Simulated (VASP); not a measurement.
A run of VASP 6.6.1 is set up as follows.

Contents of INCAR:

```
ALGO = Normal
EDIFF = 1E-6
ENCUT = 520
GGA = PE
ISIF = 2
ISMEAR = -1
ISPIN = 2
LASPH = T
LCHARG = F
LMAXMIX = 4
LORBIT = 11
LREAL = F
LWAVE = F
MAGMOM = 0.5
NBANDS = 15
NELM = 150
PREC = Accurate
SIGMA = 0.05
```

KPOINTS

```
k-points
0
Gamma
  23 23 23
```

File POSCAR:

```
Pd
1.0
   -1.5900310752      1.5900310752      1.5900310752
    1.5900310752     -1.5900310752      1.5900310752
    1.5900310752      1.5900310752     -1.5900310752
Pd
1
Direct
    0.0000000000      0.0000000000      0.0000000000
```

Potentials or basis: VASP PAW PBE potentials, release 64 (Pd).

The run is started by

```bash
$ cat potpaw_PBE.64/Pd/POTCAR > POTCAR
$ mpirun -np 1 vasp_std > vasp.out
```

Q: Estimate the pressure.

A: -6.2 GPa.

Q: Predict the net moment.

A: 0.00 μB per cell.

Q: Predict the band gap on the k mesh.

A: Zero (filled and empty bands overlap).

Caveat: the cell stands under tension.
